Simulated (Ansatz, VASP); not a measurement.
# One calculation of LaB6, two programs

```xyz
7
Lattice="4.1304 0.0000 0.0000 0.0000 4.1304 0.0000 0.0000 0.0000 4.1304" Properties=species:S:1:pos:R:3 pbc="T T T"
La    0.0000    0.0000    0.0000
B     0.8247    2.0652    2.0652
B     2.0652    0.8247    2.0652
B     3.3056    2.0652    2.0652
B     2.0652    3.3056    2.0652
B     2.0652    2.0652    0.8247
B     2.0652    2.0652    3.3056
```

Alike in both runs: functional PBEsol; k mesh 8 × 8 × 8; occupations fermi-dirac, width 0.15 eV; no spin polarisation.

Ansatz relaxed the structure, and its values are those at the end. VASP's run is a single point on that final structure, the one shown.

|  | VASP | Ansatz |
| --- | --- | --- |
| version | VASP 6.6.1 | Ansatz 0.2.0 |
| potentials or method | VASP PAW PBE potentials, release 64 (La, B), cutoff 520 eV | scalar-relativistic, plane waves, PAW |
| valence electrons in the cell | 29 | 29 |

```csv
,VASP,Ansatz,Ansatz less VASP
gap on the k mesh at the Fermi level (eV),none,none,-
pressure (GPa),0.1,0.0,-0.13
rms of the force components (eV/Å),0.016,0.000,-0.0152
```

VASP's potentials were made for PBE, not for PBEsol. A gap of «none» marks a metal or a gap that the smearing closes. With one functional, cell and mesh, what is left measures potentials, basis and numerics.

Neither program's run includes spin-orbit coupling.
